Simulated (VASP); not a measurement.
Set up this calculation in VASP 6.6.1, as the native input.

```
Task                   : single point
Functional             : PBE
Potentials or basis    : VASP PAW PBE potentials, release 64 (Sn_d, F)
Cutoff                 : 520 eV
k mesh                 : 6 × 6 × 6
Occupations            : gaussian, width 0.1 eV
Spin                   : no spin polarisation
Dipole correction      : no
Further INCAR settings : ALGO = Fast; EDIFF = 1e-06; NBANDS = 34
```

The structure of SnF5 lies in POSCAR:

```
SnF5
1.0
    4.7765690130      0.0000000000      0.0000000000
   -2.3882845065      4.1366301082      0.0000000000
    0.0000000000      0.0000000000      3.3534879465
Sn F
1 5
Direct
    0.0000000000      0.0000000000      0.5000000000
    0.0000000000      0.7174791449      0.0000000000
    0.7174791449      0.0000000000      0.0000000000
    0.2825208551      0.2825208551      0.0000000000
    0.6666666667      0.3333333333      0.5000000000
    0.3333333333      0.6666666667      0.5000000000
```

The cell was generated, and may not be a known phase.

One way to write it, as run:

INCAR

```
PREC = Accurate
ENCUT = 520
EDIFF = 1E-6
ISMEAR = 0
SIGMA = 0.1
LREAL = F
LASPH = T
NELM = 100
ALGO = Fast
ISIF = 2
LWAVE = F
LCHARG = F
GGA = PE
NBANDS = 34
```

KPOINTS

```
regular mesh
0
Gamma
  6 6 6
```

Potentials or basis: VASP PAW PBE potentials, release 64 (Sn_d, F).

Run with:

```bash
$ cat potpaw_PBE.64/Sn_d/POTCAR potpaw_PBE.64/F/POTCAR > POTCAR
$ mpirun -np 1 vasp_std > vasp.out
```

Results of the run:

The pressure is 0.0 GPa and the largest force is 0.089 eV/Å. The band gap on the k mesh is zero (an odd number of electrons rules out a gap without spin polarisation).

Caveat: spin-orbit coupling is left out, which moves the levels of the heavy elements; an odd number of electrons without spin polarisation forces a metal; a magnetic or distorted state may lie lower.

It took 110 s on 1 thread of Oxide Virtual Turin-like Processor (shared host), peak memory 0.18 GiB.
